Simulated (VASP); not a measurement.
Set up this calculation in VASP 6.6.1, as the native input.

```yaml
Task: single point
Functional: PBE
Potentials_or_basis: VASP PAW PBE potentials, release 64 (Mg)
Cutoff: 520 eV
k_mesh: 6 × 6 × 2
Occupations: gaussian, width 0.1 eV
Spin: no spin polarisation
Dipole_correction: no
Further_INCAR_settings: ALGO = Normal; EDIFF = 1e-06; NBANDS = 18
```

The structure of Mg lies in POSCAR:

```
Mg
1.0
    3.8409925544      0.0000000000      0.0000000000
   -1.9204962771      3.3263971278      0.0000000000
    0.0000000000      0.0000000000     12.5445677324
Mg
8
Direct
    0.0000000000      0.0000000000      0.0937500000
    0.0000000000      0.0000000000      0.5937500000
    0.0000000000      0.0000000000      0.4062500000
    0.0000000000      0.0000000000      0.9062500000
    0.3333333333      0.6666666667      0.1562500000
    0.6666666667      0.3333333333      0.6562500000
    0.3333333333      0.6666666667      0.3437500000
    0.6666666667      0.3333333333      0.8437500000
```

One way to write it, as run:

INCAR

```
  PREC = Accurate
  ENCUT = 520
  EDIFF = 1E-6
  ISMEAR = 0
  SIGMA = 0.1
  LREAL = False
  LASPH = True
  NELM = 60
  ALGO = Normal
  ISIF = 2
  LWAVE = False
  LCHARG = True
  GGA = PE
  LELF = True
  LVHAR = True
  NBANDS = 18
```

KPOINTS

```
regular mesh
0
Gamma
  6 6 2
```

Potentials or basis: VASP PAW PBE potentials, release 64 (Mg).

Launch:

```bash
$ cat potpaw_PBE.64/Mg/POTCAR > POTCAR
$ mpirun -np 1 vasp_std > vasp.out
```

Results of the run:

The pressure is 28.7 GPa and the largest force is 0.047 eV/Å. The band gap on the k mesh is zero (bands 8 and 9 overlap by 5.85 eV).

Caveat: the cell stands under pressure.

It took 25 s on 1 thread of AMD EPYC 9R45 96-Core Processor (Zen 5), on a shared host, peak memory 0.23 GiB.
